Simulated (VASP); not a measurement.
Set up this calculation in VASP 6.6.1, as the native input.

```
Task                   : single point
Functional             : RPBE
Potentials or basis    : VASP PAW PBE potentials, release 64 (Bi_d, Te)
Cutoff                 : 520 eV
k mesh                 : 7 × 7 × 7
Occupations            : fermi-dirac, width 0.05 eV
Spin                   : no spin polarisation
Dipole correction      : no
Further INCAR settings : ALGO = Normal; EDIFF = 1e-06; NBANDS = 18
```

The structure of BiTe lies in POSCAR:

```
BiTe
1.0
    0.0000000000      3.2868735416      3.2868735416
    3.2868735416      0.0000000000      3.2868735416
    3.2868735416      3.2868735416      0.0000000000
Bi Te
1 1
Direct
    0.0000000000      0.0000000000      0.0000000000
    0.5000000000      0.5000000000      0.5000000000
```

The input as run:

INCAR

```
SYSTEM = BiTe
PREC = Accurate
ENCUT = 520
EDIFF = 1E-6
ISMEAR = -1
SIGMA = 0.05
LREAL = .FALSE.
LASPH = .TRUE.
NELM = 80
ALGO = Normal
ISIF = 2
LWAVE = .FALSE.
LCHARG = .FALSE.
GGA = RP
NBANDS = 18
```

KPOINTS

```
Automatic mesh
0
G
  7 7 7
  0 0 0
```

Potentials or basis: VASP PAW PBE potentials, release 64 (Bi_d, Te).

Launch:

```console
$ cat potpaw_PBE.64/Bi_d/POTCAR potpaw_PBE.64/Te/POTCAR > POTCAR
$ mpirun -np 1 vasp_std > vasp.out
```

It gave:

* Pressure: -0.1 GPa

Caveat: the PAW data sets were made with another functional, which shifts forces and pressure a little.

Wall time 13 s on 1 thread of Intel(R) Xeon(R) Platinum 8488C (Sapphire Rapids), with other jobs on the host, peak memory 0.21 GiB.
